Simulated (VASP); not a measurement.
Write the native input for VASP 6.6.1 that does the following.

```yaml
Task: single point
Functional: PBE
Potentials_or_basis: VASP PAW PBE potentials, release 64 (Au)
Cutoff: 520 eV
k_mesh: 17 × 17 × 17
Occupations: fermi-dirac, width 0.05 eV
Spin: no spin polarisation
Dipole_correction: no
Further_INCAR_settings: ALGO = Normal; EDIFF = 1e-06; NBANDS = 12
```

The structure of Au lies in POSCAR:

```
Au
1.0
    0.0000000000      2.0786344967      2.0786344967
    2.0786344967      0.0000000000      2.0786344967
    2.0786344967      2.0786344967      0.0000000000
Au
1
Direct
    0.0000000000      0.0000000000      0.0000000000
```

The input as run:

INCAR

```
ALGO = Normal
EDIFF = 1E-6
ENCUT = 520
GGA = PE
ISIF = 2
ISMEAR = -1
LASPH = T
LCHARG = F
LREAL = F
LWAVE = F
NBANDS = 12
NELM = 100
PREC = Accurate
SIGMA = 0.05
```

KPOINTS

```
k-points
0
Gamma
  17 17 17
```

Potentials or basis: VASP PAW PBE potentials, release 64 (Au).

Launch:

```console
$ cat potpaw_PBE.64/Au/POTCAR > POTCAR
$ mpirun -np 1 vasp_std > vasp.out
```

Results of the run:

| Quantity | Value |
| --- | --- |
| Pressure | -0.2 GPa |
| Band gap on the k mesh | zero (an odd number of electrons rules out a gap without spin polarisation) |

Caveat: spin-orbit coupling is left out, which moves the levels of the heavy elements.

It took 14 s on 1 thread of AMD EPYC 9R45 96-Core Processor (Zen 5) (shared host), peak memory 0.13 GiB.
